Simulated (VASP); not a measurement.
Mo:

```xyz
1
Lattice="2.7252 0.0000 0.0000 -0.9084 2.5694 0.0000 -0.9084 -1.2847 2.2251" Properties=species:S:1:pos:R:3 pbc="T T T"
Mo    0.0000    0.0000    0.0000
```

* Program: VASP 6.6.1
* Task: relaxation of cell and atoms
* Functional: PBEsol
* Potentials or basis: VASP PAW PBE potentials, release 64 (Mo_sv)
* Cutoff: 500 eV
* k mesh: 10 × 10 × 10
* Occupations: methfessel-paxton, width 0.05 eV
* Spin: no spin polarisation

At the start: pressure -4.7 GPa; volume 15.58 Å³/atom.

Task: Where does the relaxation end?

Result: Over 3 steps the energy falls by 3.9 meV/atom and the volume is 15.32 Å³/atom (-1.6 %); space group Im-3m (No. 229, to 0.05 Å).

The path:
```
step  energy change (eV)  largest force (eV/Å)  pressure (GPa)  volume (Å³)
   1              0.0000                0.0000           -4.67        15.58
   2              0.0306                0.0000           15.49        14.58
   3             -0.0039                0.0000           -0.11        15.32
```

Final structure:
```
Mo
1.0
     2.71024    0.00000    0.00000
    -0.90341    2.55524    0.00000
    -0.90341   -1.27762    2.21290
Mo
1
Direct
  0.00000 0.00000 0.00000
```

Caveat: the PAW data sets were made with another functional, which shifts forces and pressure a little.
